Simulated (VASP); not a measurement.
# Gd (Im-3m) in VASP: a series of runs, part 2 of 2

VASP 6.6.1. The steps go on from the part before.

### 4 Single point, PBE, collinear spin, ferromagnetic start (30.71 Å³/atom)

This run uses another cell than the first one, of 30.71 Å³/atom.

INCAR

```
ALGO = Normal ; EDIFF = 1E-6
ENCUT = 520 ; GGA = PE
ISIF = 2 ; ISMEAR = -1
ISPIN = 2 ; LASPH = True
LCHARG = True ; LELF = True
LMAXMIX = 6 ; LORBIT = 11
LREAL = False ; LVHAR = True
LWAVE = False ; MAGMOM = 7
NBANDS = 19 ; NELM = 150
PREC = Accurate ; SIGMA = 0.08
```

KPOINTS

```
k-points
0
Gamma
  15 15 15
```

POSCAR

```
Gd
1.0
   -1.9726961853      1.9726961853      1.9726961853
    1.9726961853     -1.9726961853      1.9726961853
    1.9726961853      1.9726961853     -1.9726961853
Gd
1
Direct
    0.0000000000      0.0000000000      0.0000000000
```

Potentials or basis: VASP PAW PBE potentials, release 64 (Gd).

Started as:

```console
cat potpaw_PBE.64/Gd/POTCAR > POTCAR
mpirun -np 1 vasp_std > vasp.out
```

OUTCAR:

```text
EDIFF = 1E-6
   ENCUT = 520
   GGA = PE
   ISIF = 2
   ISMEAR = -1
   ISPIN = 2
   LASPH = True
   LORBIT = 11
   LREAL = False
   NELM = 150
   PREC = Accurate

 ion  position               nearest neighbor table
   1  0.000  0.000  0.000-

  LATTYP: Found a body centered cubic cell.
 ALAT       =     3.9453923706

  Lattice vectors:

 A1 = (  -1.9726961853,   1.9726961853,   1.9726961853)
 A2 = (   1.9726961853,  -1.9726961853,   1.9726961853)
 A3 = (   1.9726961853,   1.9726961853,  -1.9726961853)

Analysis of symmetry for initial positions (statically):
=====================================================================
 Subroutine PRICEL returns:
 Original cell was already a primitive cell.

 Routine SETGRP: Setting up the symmetry group for a
 body centered cubic supercell.

 Subroutine GETGRP returns: Found 48 space group operations
 (whereof 48 operations were pure point group operations)
 out of a pool of 48 trial point group operations.

The static configuration has the point symmetry O_h .

Analysis of symmetry for dynamics (positions and initial velocities):
[... 705 lines left out ...]
     18      11.1267      0.00000
     19      13.5071      0.00000

 [... further k-points ...]

 spin component 2

 k-point     1 :       0.0000    0.0000    0.0000
  band No.  band energies     occupation
      1     -38.5951      1.00000
      2     -16.3616      1.00000
      3     -16.3616      1.00000
      4     -16.3616      1.00000
      5      -0.9271      1.00000
      6       3.8095      0.00299
[... 517 lines left out ...]
     18      12.6211      0.00000
     19      14.6286      0.00000

 [... further k-points ...]

------------------------ aborting loop because EDIFF is reached ----------------------------------------

  FORCE on cell =-STRESS in cart. coord.  units (eV):
  Direction    XX          YY          ZZ          XY          YZ          ZX
  --------------------------------------------------------------------------------------
  -------------------------------------------------------------------------------------
  Total        0.5877073      0.5877073      0.5877073      0.0000000     -0.0000000      0.0000000
  in kB       30.6641591     30.6641591     30.6641591      0.0000000     -0.0000000      0.0000000
  external PRESSURE =      30.6641591 kB  Pullay stress =       0.0000000 kB

 VOLUME and BASIS-vectors are now :
 -----------------------------------------------------------------------------
  energy-cutoff  :      520.00
  volume of cell :       30.71
      direct lattice vectors                 reciprocal lattice vectors
    -1.972696185  1.972696185  1.972696185     0.000000000  0.253460215  0.253460215
     1.972696185 -1.972696185  1.972696185     0.253460215  0.000000000  0.253460215
     1.972696185  1.972696185 -1.972696185     0.253460215  0.253460215  0.000000000

 POSITION                                       TOTAL-FORCE (eV/Angst)
 -----------------------------------------------------------------------------------
      0.00000      0.00000      0.00000        -0.000000      0.000000     -0.000000
 -----------------------------------------------------------------------------------
    total drift:                                0.000000     -0.000000      0.000000

  FREE ENERGIE OF THE ION-ELECTRON SYSTEM (eV)
  ---------------------------------------------------
  free  energy   TOTEN  =       -11.6102787756 eV

  energy  without entropy=      -11.5706608685  energy(sigma->0) =      -11.59046982

 total charge

# of ion       s       p       d       f       tot
--------------------------------------------------
    1        2.076   5.557   0.629   6.978  15.240

 magnetization (x)

# of ion       s       p       d       f       tot
--------------------------------------------------
    1        0.003  -0.057   0.244   6.816   7.005
```

OSZICAR:

```text
N       E                     dE             d eps       ncg     rms          rms(c)
DAV:   1     0.957640028961E+02    0.95764E+02   -0.63814E+03 11657   0.483E+03
DAV:   2     0.450201086049E+01   -0.91262E+02   -0.79987E+02 11629   0.325E+02
[... 18 lines left out ...]
DAV:  21    -0.116102701340E+02    0.53033E-04   -0.26267E-04 15769   0.354E-01    0.366E-01
DAV:  22    -0.116102782643E+02   -0.81303E-05   -0.49844E-05 15463   0.591E-02    0.248E-01
DAV:  23    -0.116102838537E+02   -0.55894E-05   -0.10866E-05 14274   0.676E-02    0.587E-02
DAV:  24    -0.116102812682E+02    0.25855E-05   -0.31971E-06 12661   0.360E-02    0.636E-02
DAV:  25    -0.116102789624E+02    0.23058E-05   -0.41635E-06 10208   0.495E-02    0.235E-02
DAV:  26    -0.116102787756E+02    0.18680E-06   -0.27404E-07  6678   0.909E-03
   1 F= -.11610279E+02 E0= -.11590470E+02  d E =-.396179E-01  mag=     7.6023
```

stdout:

```text
POSCAR found type information on POSCAR Gd
 POSCAR found :  1 types and       1 ions
 scaLAPACK will be used
 LDA part: xc-table for (Slater+PW92), standard interpolation
 POSCAR, INCAR and KPOINTS ok, starting setup
 FFT: planning ... GRIDC
 FFT: planning ... GRID_SOFT
 FFT: planning ... GRID
 WAVECAR not read
 entering main loop
```

Run time: 7.7 min. Hardware: 1 thread of Oxide Virtual Turin-like, shared host; peak memory 0.23 GiB.

Results:

```yaml
Free_energy: -11.6103 eV
Pressure: 3.1 GPa
Net_moment: 7.60 μB per cell
Site_moments: Gd +7.00 μB
Valence_electrons_inside_the_program's_atomic_spheres: Gd 15.24
```

Caveat: the cell stands under pressure; semilocal functionals describe open f shells poorly, which spoils levels, moments and volumes. The state reached can hang on the start; a lower one may exist.
